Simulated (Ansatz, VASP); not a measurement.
**One calculation of AlFe, two programs**

Contents of INCAR:

```
SYSTEM = AlFe
ALGO     = Normal         ! electronic algorithm
EDIFF    = 1E-7           ! SCF threshold, eV
ENCUT    = 520            ! plane-wave cutoff, eV
GGA      = PE             ! functional
ISIF     = 2              ! what is computed and relaxed
ISMEAR   = -1             ! smearing method
ISPIN    = 2              ! spin polarisation
LASPH    = .TRUE.         ! aspherical terms in the spheres
LCHARG   = .FALSE.        ! write CHGCAR
LMAXMIX  = 4              ! l up to which the mixer works
LORBIT   = 11             ! projections on sites
LREAL    = .FALSE.        ! projectors in reciprocal space
LWAVE    = .FALSE.        ! write WAVECAR
MAGMOM   = 0 3            ! initial moments
NBANDS   = 16             ! bands
NELM     = 150            ! most SCF steps
PREC     = Accurate       ! precision mode
SIGMA    = 0.05           ! smearing width, eV
```

The input KPOINTS:

```
k-points
0
G
  12 12 12
  0 0 0
```

File POSCAR:

```
AlFe
1.0
    2.9292720848      0.0000000000      0.0000000000
    0.0000000000      2.9292720848      0.0000000000
    0.0000000000      0.0000000000      2.9292720848
Al Fe
1 1
Direct
    0.0000000000      0.0000000000      0.0000000000
    0.5000000000      0.5000000000      0.5000000000
```

Input for Ansatz:

```yaml
crystal:
  lattice:
    - [2.9292720848, 0.0, 0.0]
    - [0.0, 2.9292720848, 0.0]
    - [0.0, 0.0, 2.9292720848]
  atoms:
    - { symbol: Al, position: [0.0, 0.0, 0.0] }
    - { symbol: Fe, position: [0.5, 0.5, 0.5], spin: 3.0 }
magnetization:
  spin_polarized: true
kpoints:
  mp_grid: { grid: [12, 12, 12] }
scf:
  occupations: { method: fermi_dirac, width: 0.05 }
hamiltonian:
  xc: pbe
  pseudopotentials: { kind: all_electron, lapw: { basis_error: 0.0005 } }
output:
  forces: true
  stress: true
  eigenvalues: true
```

Change from the starting cell: volume scaled by 1.02.

Alike in both runs: task single point; functional PBE; k mesh 12 × 12 × 12; occupations fermi-dirac, width 0.05 eV; collinear spin.

```csv
,VASP,Ansatz
version,VASP 6.6.1,Ansatz 0.2.0
potentials or method,"VASP PAW PBE potentials, release 64 (Al, Fe), cutoff 520 eV","all-electron LAPW, scalar-relativistic"
```

VASP gave:

```
pressure (GPa)                                                : -8.7
net moment per atom (μB)                                      : 0.38
size of the moment on the site where the two differ most (μB) : 0.81
```

Problem. Estimate Ansatz's values.

Solution. Pressure (GPa): -8.7; net moment per atom (μB): 0.38; size of the moment on the site where the two differ most (μB): 0.82.

Site moments also hang on the region over which each program counts them. Ansatz ran all-electron here, and VASP with PAW potentials.
